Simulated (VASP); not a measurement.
Write the native input for VASP 6.6.1 that does the following.

```yaml
Task: single point
Functional: PBE
Potentials_or_basis: VASP PAW PBE potentials, release 64 (Fe, Pt)
Cutoff: 520 eV
k_mesh: 14 × 14 × 5
Occupations: fermi-dirac, width 0.1 eV
Spin: collinear spin, ferromagnetic start
Starting_moments: "[4.5, 4.5, 0.0] μB"
Dipole_correction: no
Further_INCAR_settings: ALGO = Normal; EDIFF = 1e-07; NBANDS = 24
```

The structure of Fe2Pt lies in POSCAR:

```
Fe2Pt
1.0
    2.6176000000      0.0000000000      0.0000000000
   -1.3088000000      2.2669080000      0.0000000000
    0.0000000000      0.0000000000      6.2768510000
Fe Pt
2 1
Direct
    0.3333333333      0.6666666667      0.6445400000
    0.6666666667      0.3333333333      0.3554600000
    0.0000000000      0.0000000000      0.0000000000
```

The input as run:

INCAR

```
ALGO     = Normal         # electronic algorithm
EDIFF    = 1E-7           # SCF threshold, eV
ENCUT    = 520            # plane-wave cutoff, eV
GGA      = PE             # functional
ISIF     = 2              # what is computed and relaxed
ISMEAR   = -1             # smearing method
ISPIN    = 2              # spin polarisation
LASPH    = True           # aspherical terms in the spheres
LCHARG   = True           # write CHGCAR
LELF     = True           # ELF
LMAXMIX  = 4              # l up to which the mixer works
LORBIT   = 11             # projections on sites
LREAL    = False          # projectors in reciprocal space
LVHAR    = True         
LWAVE    = False          # write WAVECAR
MAGMOM   = 4.5 4.5 0      # initial moments
NBANDS   = 24             # bands
NELM     = 150            # most SCF steps
PREC     = Accurate       # precision mode
SIGMA    = 0.1            # smearing width, eV
```

KPOINTS

```
k-points
0
Gamma
  14 14 5
```

Potentials or basis: VASP PAW PBE potentials, release 64 (Fe, Pt).

Command:

```sh
$ cat potpaw_PBE.64/Fe/POTCAR potpaw_PBE.64/Pt/POTCAR > POTCAR
$ mpirun -np 1 vasp_std > vasp.out
```

It gave:

The pressure is 20.9 GPa, the largest force is 0.912 eV/Å and the net moment is 5.47 μB per cell. The site moments are Fe +2.59; Pt +0.22 μB and the valence electrons inside the program's atomic spheres are Fe 7.25; Pt 9.60.

Caveat: the stress differs along the axes, from 11 to 26 GPa.

Run time: 5.7 min on 1 thread of Intel Xeon 8259CL, with other jobs on the host, peak memory 0.27 GiB.
